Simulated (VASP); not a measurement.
Input of a VASP 6.6.1 run:

The input POSCAR:

```
AgCl
1.0
    0.0000000000      2.9340284738      2.9340284738
    2.9340284738      0.0000000000      2.9340284738
    2.9340284738      2.9340284738      0.0000000000
Ag Cl
1 1
Direct
    0.0000000000      0.0000000000      0.0000000000
    0.5000000000      0.5000000000      0.5000000000
```

Contents of INCAR.step1:

```
  PREC = Accurate
  ENCUT = 520
  EDIFF = 1E-5
  ISMEAR = 0
  SIGMA = 0.01
  LREAL = F
  LASPH = T
  NELM = 100
  ALGO = Normal
  ISIF = 2
  LWAVE = T
  LCHARG = F
  NBANDS = 16
  GGA = PE
```

The input INCAR.step2:

```
  PREC = Accurate
  ENCUT = 520
  EDIFF = 1E-6
  ISMEAR = 0
  SIGMA = 0.01
  LREAL = F
  LASPH = T
  NELM = 100
  ALGO = Normal
  ISIF = 2
  LWAVE = F
  LCHARG = F
  GGA = PE
  LHFCALC = T
  HFSCREEN = 0.2079
  PRECFOCK = Normal
  NBANDS = 16
  ISTART = 1
```

Contents of KPOINTS:

```
regular mesh
0
Gamma
  6 6 6
```

Potentials or basis: VASP PAW PBE potentials, release 64 (Ag, Cl).

Launch:

```console
$ cat potpaw_PBE.64/Ag/POTCAR potpaw_PBE.64/Cl/POTCAR > POTCAR
$ cp INCAR.step1 INCAR
$ mpirun -np 1 vasp_std > vasp.out
$ cp INCAR.step2 INCAR
$ mpirun -np 1 vasp_std > vasp.out
```

(1) What does it give for the band gap on the k mesh?

(2) What does it give for the pressure?

Results:

(1) 2.50 eV (least direct gap 4.03 eV).

(2) -4.2 GPa.

Caveat: the cell differs from its parent crystal (strain +5.8%); the cell stands under tension; the PAW data sets were made with another functional, which shifts forces and pressure a little.
